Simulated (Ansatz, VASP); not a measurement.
**One calculation of PbS, two programs**

The input POSCAR:

```
PbS
1.0
    0.0000000000      2.9872326629      2.9872326629
    2.9872326629      0.0000000000      2.9872326629
    2.9872326629      2.9872326629      0.0000000000
Pb S
1 1
Direct
    0.0000000000      0.0000000000      0.0000000000
    0.5000000000      0.5000000000      0.5000000000
```

The input INCAR.step1:

```
ALGO     = Normal         # electronic algorithm
EDIFF    = 1E-4           # SCF threshold, eV
ENCUT    = 520            # plane-wave cutoff, eV
GGA      = PE             # functional
ISMEAR   = 0              # smearing method
LASPH    = True           # aspherical terms in the spheres
LCHARG   = False          # write CHGCAR
LREAL    = False          # projectors in reciprocal space
LWAVE    = True           # write WAVECAR
NBANDS   = 17             # bands
NELM     = 60             # most SCF steps
PREC     = Accurate       # precision mode
SIGMA    = 0.01           # smearing width, eV
```

File INCAR.step2:

```
ALGO     = Normal         # electronic algorithm
EDIFF    = 1E-7           # SCF threshold, eV
ENCUT    = 520            # plane-wave cutoff, eV
ISIF     = 2              # what is computed and relaxed
ISMEAR   = 0              # smearing method
ISTART   = 1            
LASPH    = True           # aspherical terms in the spheres
LCHARG   = False          # write CHGCAR
LMIXTAU  = True         
LREAL    = False          # projectors in reciprocal space
LWAVE    = False          # write WAVECAR
METAGGA  = R2SCAN         # meta-GGA
NBANDS   = 17             # bands
NELM     = 60             # most SCF steps
PREC     = Accurate       # precision mode
SIGMA    = 0.01           # smearing width, eV
```

File KPOINTS:

```
k-points
0
Gamma
  8 8 8
```

Input for Ansatz:

```yaml
crystal:
  lattice:
    - [0.0, 2.9872326629, 2.9872326629]
    - [2.9872326629, 0.0, 2.9872326629]
    - [2.9872326629, 2.9872326629, 0.0]
  atoms:
    - { symbol: Pb, position: [0.0, 0.0, 0.0] }
    - { symbol: S, position: [0.5, 0.5, 0.5] }
kpoints:
  mp_grid: { grid: [8, 8, 8] }
  band_path:
    path:
      - [0.0, 0.0, 0.0]
      - [0.5, 0.0, 0.5]
      - [0.625, 0.25, 0.625]
      - [0.375, 0.375, 0.75]
      - [0.5, 0.5, 0.5]
      - [0.5, 0.25, 0.75]
      - [0.0, 0.0, 0.5]
    npoints: 1
hamiltonian:
  xc: r2scan
scf:
  occupations: { method: fixed }
  n_extra_bands: 4
output:
  forces: true
  stress: true
  eigenvalues: true
```

Alike in both runs: task single point; functional r2SCAN; k mesh 8 × 8 × 8; no spin polarisation.

|  | VASP | Ansatz |
| --- | --- | --- |
| version | VASP 6.6.1 | Ansatz 0.2.0 |
| potentials or method | VASP PAW PBE potentials, release 64 (Pb_d, S) | plane waves, PAW |
| plane-wave cutoff (eV) | 520 | 500 |
| occupations | gaussian, width 0.01 eV | fixed |
| valence electrons in the cell | 20 | 20 |

Ansatz gave:

* gap on the k mesh at the Fermi level (eV): 0.69
* pressure (GPa): 0.0

Q: What did VASP give for the same quantities?

A: gap on the k mesh at the Fermi level (eV): 0.70; pressure (GPa): 0.0.

VASP's potentials were made for PBE, not for r2SCAN.

Neither program's run includes spin-orbit coupling.
